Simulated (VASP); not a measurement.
# TiO2: single point with BLYP

Crystal: TiO2.

```
Ti O
1.0
     4.59984    0.00000    0.00000
     0.00000    4.59984    0.00000
     0.00000    0.00000    2.95921
Ti O
2 4
Direct
  0.00000 0.00000 0.50000
  0.50000 0.50000 0.00000
  0.30432 0.30432 0.50000
  0.19568 0.80432 0.00000
  0.80432 0.19568 0.00000
  0.69568 0.69568 0.50000
```

| Item | Value |
| --- | --- |
| Program | VASP 6.6.1 |
| Task | single point |
| Functional | BLYP |
| Potentials or basis | VASP PAW PBE potentials, release 64 (Ti_sv, O) |
| Cutoff | 520 eV |
| k mesh | 6 × 6 × 9 |
| Occupations | fermi-dirac, width 0.05 eV |
| Spin | no spin polarisation |
| Dipole correction | no |
| Further INCAR settings | ALGO = Normal; EDIFF = 1e-07; NBANDS = 33 |

```json
{
 "Pressure": "10.9 GPa",
 "Largest force": "0.101 eV/Å",
 "Band gap on the k mesh": "1.83 eV, direct"
}
```

Forces on the atoms (eV/Å):
```
Ti   0.000  0.000  0.000
Ti   0.000  0.000  0.000
O   -0.072 -0.072  0.000
O    0.072 -0.072  0.000
O   -0.072  0.072  0.000
O    0.072  0.072  0.000
```

Stress tensor (GPa, compression positive):
```
10.71  0.00  0.00
 0.00 10.71  0.00
 0.00  0.00 11.41
```

Levels at points of the mesh, in eV from the valence-band top:
```
           k point  band 22  band 23  band 24  band 25  band 26  band 27
(0.00, 0.00, 0.00)    -0.46    -0.46     0.00     1.83     2.13     2.35
(0.50, 0.00, 0.00)    -1.63    -0.73    -0.73     2.49     2.49     2.97
(0.50, 0.50, 0.00)    -1.30    -1.07    -1.07     1.87     1.87     2.47
```

Wall time 60 s on 1 thread of Intel(R) Xeon(R) 6975P-C (Granite Rapids), with other jobs on the host, peak memory 0.22 GiB.

Caveat: the PAW data sets were made with another functional, which shifts forces and pressure a little. A k mesh can miss the band edges.
